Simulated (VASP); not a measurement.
Wanted: the native input for a VASP 6.6.1 run.

```yaml
Task: single point
Functional: PBEsol
Potentials_or_basis: VASP PAW PBE potentials, release 64 (Al)
Cutoff: 520 eV
k_mesh: 9 × 9 × 3
Occupations: methfessel-paxton, width 0.1 eV
Spin: no spin polarisation
Dipole_correction: no
Further_INCAR_settings: ALGO = Normal; EDIFF = 1e-06; NBANDS = 14
```

The structure of Al lies in POSCAR:

```
Al
1.0
    2.7778080117      0.0000000000      0.0000000000
   -1.3889040058      2.4056523049      0.0000000000
    0.0000000000      0.0000000000      9.1915917015
Al
4
Direct
    0.0000000000      0.0000000000      0.0000000000
    0.3333333333      0.6666666667      0.2500000000
    0.0000000000      0.0000000000      0.5000000000
    0.6666666667      0.3333333333      0.7500000000
```

One way to write it, as run:

INCAR

```
SYSTEM = Al
ALGO = Normal
EDIFF = 1E-6
ENCUT = 520
GGA = PS
ISIF = 2
ISMEAR = 1
LASPH = .TRUE.
LCHARG = .FALSE.
LREAL = .FALSE.
LWAVE = .FALSE.
NBANDS = 14
NELM = 100
PREC = Accurate
SIGMA = 0.1
```

KPOINTS

```
k-points
0
G
  9 9 3
  0 0 0
```

Potentials or basis: VASP PAW PBE potentials, release 64 (Al).

The run is started by

```sh
$ cat potpaw_PBE.64/Al/POTCAR > POTCAR
$ mpirun -np 1 vasp_std > vasp.out
```

Results of the run:

```
Pressure               : 5.1 GPa
Band gap on the k mesh : zero (band 6 reaches 12.60 eV, above the bottom of band 7 at 7.37 eV)
```

Caveat: the PAW data sets were made with another functional, which shifts forces and pressure a little.

Wall time 7.8 s on 1 thread of Intel(R) Xeon(R) 6975P-C (Granite Rapids), on a shared host, peak memory 0.18 GiB.
